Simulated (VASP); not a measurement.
Al4Cl:

```
CELL_PARAMETERS angstrom
-2.17568 2.17568 5.33294
2.17568 -2.17568 5.33294
2.17568 2.17568 -5.33294
ATOMIC_POSITIONS crystal
Al 0.25000 0.75000 0.50000
Al 0.75000 0.25000 0.50000
Al 0.38489 0.38489 0.00000
Al 0.61511 0.61511 0.00000
Cl 0.00000 0.00000 0.00000
```

The cell was generated, and may not be a known phase.

```yaml
Program: VASP 6.6.1
Task: relaxation of cell and atoms
Functional: PBE
Potentials_or_basis: VASP PAW PBE potentials, release 64 (Al, Cl)
Cutoff: 600 eV
k_mesh: 6 × 6 × 6
Occupations: gaussian, width 0.1 eV
Spin: no spin polarisation
```

At the start: pressure 5.6 GPa; volume 20.20 Å³/atom.

Problem. How do energy, volume and symmetry change on relaxing?

Solution. Over 11 steps the energy falls by 157.9 meV/atom and the volume is 20.29 Å³/atom (+0.5 %); space group I4/mmm (No. 139, to 0.1 Å) before and after.

Step by step:
```
step  energy change (eV)  largest force (eV/Å)  pressure (GPa)  volume (Å³)
   1              0.0000                0.3344            5.57       100.98
   2             -0.2516                0.3665           -0.56       111.53
   3             -0.2541                0.3654           -1.23       113.04
   4             -0.3377                0.4392           -1.27       112.16
   5             -0.5662                0.3549           -1.51       109.04
   6             -0.7293                0.2953           -0.04       100.99
   7             -0.7638                0.0797           -1.40       105.00
   8             -0.7768                0.2020           -1.13       103.80
   9             -0.7729                0.0233            1.77        98.27
  10             -0.7885                0.1208            0.13       101.15
  11             -0.7897                0.0344           -0.03       101.44
```

Final structure:
```
Al Cl
1.0
    -1.96261    1.96261    6.58373
     1.96261   -1.96261    6.58373
     1.96261    1.96261   -6.58373
Al Cl
4 1
Direct
  0.25000 0.75000 0.50000
  0.75000 0.25000 0.50000
  0.39949 0.39949 0.00000
  0.60051 0.60051 0.00000
  0.00000 0.00000 0.00000
```

Caveat: a cell axis changed by over 15 % at a fixed basis, so the end point is rough.
